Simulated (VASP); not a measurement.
Runs of VASP 6.6.1 on MoSe. The structure is that of space group F-43m (No. 216), or close to it. The cells are those of the table. 

| cell | smearing | gap on the mesh (eV) | pressure (GPa) | moment (μB) |
| --- | --- | --- | --- | --- |
| a = 4.004 Å, angles 60.0°, 2 atoms | gaussian 0.025 eV | none | 0.1 | 1.28 |
| a = 4.031 Å, angles 60.0°, 2 atoms | gaussian 0.05 eV | none | -1.9 | 1.30 |
| a = 4.057 Å, angles 60.0°, 2 atoms | gaussian 0.05 eV | none | -3.7 | (a) |
| a = 4.004 Å, angles 60.0°, 2 atoms | methfessel-paxton 0.005 eV | none | 0.1 | 1.28 |
| a = 4.004 Å, angles 60.0°, 2 atoms | gaussian 0.05 eV | none | 0.1 | 1.28 |

Alike in all rows: task single point; level r2SCAN; potentials or basis VASP PAW PBE potentials, release 64 (Mo_sv, Se); spin collinear; k mesh 10 × 10 × 10; cutoff (eV) 520.

Task: Fill in the values left out.

Result: (a) 1.32.

Caveats: the PAW data sets were made with another functional, which shifts forces and pressure a little; the cell stands under tension (at least some runs).

A k mesh can miss the band edges, and the runs leave out spin-orbit coupling on Mo, Se.

A gap of «none» marks levels without a gap at the run's occupations.
